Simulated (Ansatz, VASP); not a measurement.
Two plane-wave programs on MoS2

```
CELL_PARAMETERS angstrom
3.16645 0.00000 0.00000
-1.58322 2.74222 0.00000
0.00000 0.00000 11.78013
ATOMIC_POSITIONS crystal
Mo 0.33333 0.66667 0.25000
Mo 0.66667 0.33333 0.75000
S 0.33333 0.66667 0.62599
S 0.66667 0.33333 0.12599
S 0.33333 0.66667 0.87401
S 0.66667 0.33333 0.37401
```

Alike in both runs: task single point; functional PBEsol; k mesh 12 × 12 × 4; no spin polarisation.

|  | VASP | Ansatz |
| --- | --- | --- |
| version | VASP 6.6.1 | Ansatz 0.2.0 |
| potentials or method | VASP PAW PBE potentials, release 64 (Mo_sv, S), cutoff 520 eV | scalar-relativistic, plane waves, PAW |
| occupations | methfessel-paxton of order 1, width 0.2 eV | cold, width 0.2 eV |
| valence electrons in the cell | 52 | 52 |

```csv
,VASP,Ansatz,Ansatz less VASP
pressure (GPa),9.3,9.3,+0.05
"traceless stress, the component that is largest in VASP (GPa)",9.42,9.44,+0.022
rms of the force components (eV/Å),0.885,0.887,+0.0024
```

VASP's potentials were made for PBE, not for PBEsol. Atom by atom the forces differ by 0.002 eV/Å (rms over components).
